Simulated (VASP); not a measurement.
B3N2: single point with PBE

The system is B3N2.

```
B N
1.0
     3.44772    0.00000    0.00000
    -1.72386    2.98581    0.00000
     0.00000    0.00000    4.40121
B N
3 2
Direct
  0.33585 0.00000 0.00000
  0.00000 0.33585 0.00000
  0.66415 0.66415 0.00000
  0.00000 0.00000 0.76515
  0.00000 0.00000 0.23485
```

The cell was built from a structure type or drawn by symmetry, and may not be a known phase.

| Quantity | Value |
| --- | --- |
| Program | VASP 6.6.1 |
| Task | single point |
| Functional | PBE |
| Potentials or basis | VASP PAW PBE potentials, release 64 (B, N) |
| Cutoff | 520 eV |
| k mesh | 6 × 6 × 4 |
| Occupations | gaussian, width 0.1 eV |
| Spin | collinear spin, ferromagnetic start |
| Starting moments | [0.0, 0.0, 0.0, 1.0, 1.0] μB |

```yaml
Pressure: 0.1 GPa
Largest_force: 0.111 eV/Å
Net_moment: 0.50 μB per cell
Site_moments: B +0.01; N +0.20 μB
Valence_electrons_inside_the_program's_atomic_spheres: B 1.91; N 3.77
```

Forces on the atoms (eV/Å):
```
B    0.016  0.000  0.000
B   -0.008  0.014  0.000
B   -0.008 -0.014  0.000
N    0.000  0.000 -0.111
N    0.000  0.000  0.111
```

Stress tensor (GPa, compression positive):
```
 0.21  0.00  0.00
 0.00  0.21  0.00
 0.00  0.00 -0.26
```

Levels at points of the mesh, in eV from the Fermi level:
Spin up:
```csv
k point,band 7,band 8,band 9,band 10,band 11,band 12,band 13,band 14
"(0.00, 0.00, 0.00)",-3.25,-3.25,-1.87,0.36,0.36,0.75,3.79,8.66
"(0.50, 0.00, 0.00)",-5.55,-3.85,-1.00,1.03,4.07,5.77,6.74,7.72
"(0.00, 0.00, 0.50)",-3.62,-3.62,-2.87,-1.85,0.51,0.51,2.66,8.67
"(0.50, 0.00, 0.50)",-4.25,-3.89,-2.43,-0.63,4.28,4.80,7.83,8.29
```
Spin down:
```tsv
k point	band 5	band 6	band 7	band 8	band 9	band 10	band 11	band 12	band 13	band 14
(0.00, 0.00, 0.00)	-7.06	-6.69	-3.10	-3.10	-1.88	0.39	0.39	1.58	3.96	8.87
(0.50, 0.00, 0.00)	-6.28	-5.71	-5.49	-3.71	-0.88	1.92	4.15	5.83	6.78	7.77
(0.00, 0.00, 0.50)	-6.92	-3.46	-3.46	-3.33	-2.19	-1.86	0.54	0.54	2.79	8.72
(0.50, 0.00, 0.50)	-6.28	-5.35	-4.11	-3.21	-1.70	-0.50	4.37	4.85	7.87	8.29
```

It took 37 s on 1 thread of Intel(R) Xeon(R) Platinum 8559C (Emerald Rapids), on a shared host, peak memory 0.19 GiB.
